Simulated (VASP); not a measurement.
**Ge: single point with RPBE**

**The experiment to reproduce.**

“Electronic and optical properties of SixGe1-x-ySny alloys lattice-matched to Ge”, 2021, arxiv:2109.02782 reports, for a bulk crystal of Ge at 293 K: band gap 0.666 eV (indirect).

Crystal: Ge.

```xyz
2
Lattice="0.0000 2.9073 2.9073 2.9073 0.0000 2.9073 2.9073 2.9073 0.0000" Properties=species:S:1:pos:R:3 pbc="T T T"
Ge    0.0000    0.0000    0.0000
Ge    1.4537    1.4537    1.4537
```

| Property | Result |
| --- | --- |
| Program | VASP 6.6.1 |
| Task | single point |
| Functional | RPBE |
| Potentials or basis | VASP PAW PBE potentials, release 64 (Ge_d) |
| Cutoff | 500 eV |
| k mesh | 12 × 12 × 12 |
| Occupations | gaussian, width 0.01 eV |
| Spin | no spin polarisation |

```yaml
Pressure: -0.1 GPa
Band_gap_on_the_k_mesh: zero (filled and empty bands touch)
```

Levels at points of the mesh, in eV from the Fermi level:
```tsv
k point	band 10	band 11	band 12	band 13	band 14	band 15	band 16	band 17	band 18	band 19
(0.00, 0.00, 0.00)	-24.54	-12.14	-0.58	0.00	0.00	0.00	2.52	2.52	2.52	6.45
(0.50, 0.00, 0.00)	-24.52	-10.25	-7.21	-1.29	-1.29	0.03	3.72	3.72	7.24	10.22
(0.50, 0.50, 0.00)	-24.50	-8.56	-8.56	-2.80	-2.80	0.93	0.93	8.89	8.89	10.94
```

It took 52 s on 1 thread of Intel(R) Xeon(R) Platinum 8488C (Sapphire Rapids) (shared host), peak memory 0.2 GiB.

A measured gap of Ge is 0.666 eV (indirect; 293 K; “Electronic and optical properties of SixGe1-x-ySny alloys lattice-matched to Ge”, 2021, arxiv:2109.02782); the calculated 0.00 eV misses it by -0.67 eV. 3 values of this kind are on record (0.666 to 0.807 eV); this one was drawn at random among those near their median. Spin-orbit coupling on Ge is left out. The value is that of RPBE on a finite k mesh, which can miss the band edges, without temperature or zero-point motion. Semilocal functionals fall short of measured gaps as a rule.

Caveat: semilocal functionals underestimate gaps, and a narrow one can read as zero; the PAW data sets were made with another functional, which shifts forces and pressure a little.
